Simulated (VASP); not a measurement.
Zn2CdTe3, 6 atoms in the cell. The structure is trigonal, space group R-3m (No. 166). The conventional cell has a = 7.584 Å, b = 7.584 Å, c = 10.793 Å, α = 90.00°, β = 90.00°, γ = 120.00°. Within 3.4 Å of Zn (site symmetry 3m) lie 1 Zn at 2.58 Å and 3 Te at 3.18 Å. Within 3.7 Å of Cd (site symmetry -3m) lie 6 Te at 2.83 Å. Te (site symmetry 2/m) has 2 Cd at 2.83 Å and 2 Zn at 3.18 Å and 4 Te at 3.79 Å within 3.8 Å. The cell was generated, and may not be a known phase.

```yaml
Program: VASP 6.6.1
Task: single point
Functional: PBE
Potentials_or_basis: VASP PAW PBE potentials, release 64 (Zn, Cd, Te)
Cutoff: 520 eV
k_mesh: 3 × 3 × 3
Occupations: gaussian, width 0.1 eV
Spin: no spin polarisation
Dipole_correction: no
Further_INCAR_settings: ALGO = Normal; EDIFF = 1e-06; NBANDS = 36
```

Potentials or basis: VASP PAW PBE potentials, release 64 (Zn, Cd, Te).

Launch:

```sh
$ cat potpaw_PBE.64/Zn/POTCAR potpaw_PBE.64/Cd/POTCAR potpaw_PBE.64/Te/POTCAR > POTCAR
$ mpirun -np 1 vasp_std > vasp.out
```

Hardware: 1 thread of Intel(R) Xeon(R) Platinum 8488C (Sapphire Rapids) (shared host).

Task: How long does it take, and how much memory?

Result: It took 50 s on 1 thread of Intel(R) Xeon(R) Platinum 8488C (Sapphire Rapids), with other jobs on the host, peak memory 0.26 GiB. Counts: scf iterations 13, k points 6.
